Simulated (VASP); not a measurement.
Set up this calculation in VASP 6.6.1, as the native input.

| Item | Value |
| --- | --- |
| Task | single point |
| Functional | PBE |
| Potentials or basis | VASP PAW PBE potentials, release 64 (W_sv) |
| Cutoff | 500 eV |
| k mesh | 17 × 17 × 17 |
| Occupations | fermi-dirac, width 0.5 eV |
| Spin | no spin polarisation |
| Dipole correction | no |
| Further INCAR settings | ALGO = Normal; EDIFF = 1e-06; NBANDS = 13 |

The structure of W lies in POSCAR:

```
W
1.0
   -1.5966645310      1.5966645310      1.5966645310
    1.5966645310     -1.5966645310      1.5966645310
    1.5966645310      1.5966645310     -1.5966645310
W
1
Direct
    0.0000000000      0.0000000000      0.0000000000
```

The input as run:

INCAR

```
PREC = Accurate
ENCUT = 500
EDIFF = 1E-6
ISMEAR = -1
SIGMA = 0.5
LREAL = False
LASPH = True
NELM = 120
ALGO = Normal
ISIF = 2
LWAVE = False
LCHARG = False
GGA = PE
NBANDS = 13
GGA_COMPAT = False
```

KPOINTS

```
Automatic mesh
0
Gamma
  17 17 17
```

Potentials or basis: VASP PAW PBE potentials, release 64 (W_sv).

The run is started by

```console
$ cat potpaw_PBE.64/W_sv/POTCAR > POTCAR
$ mpirun -np 1 vasp_std > vasp.out
```

It gave:

| Property | Result |
| --- | --- |
| Pressure | 0.4 GPa |
| Band gap on the k mesh | zero (band 7 reaches 15.67 eV, above the bottom of band 8 at 9.90 eV) |

Caveat: spin-orbit coupling is left out, which moves the levels of the heavy elements.

Wall time 34 s on 1 thread of AMD EPYC 7R43 64-Core Processor (Zen 3), with other jobs on the host, peak memory 0.11 GiB.
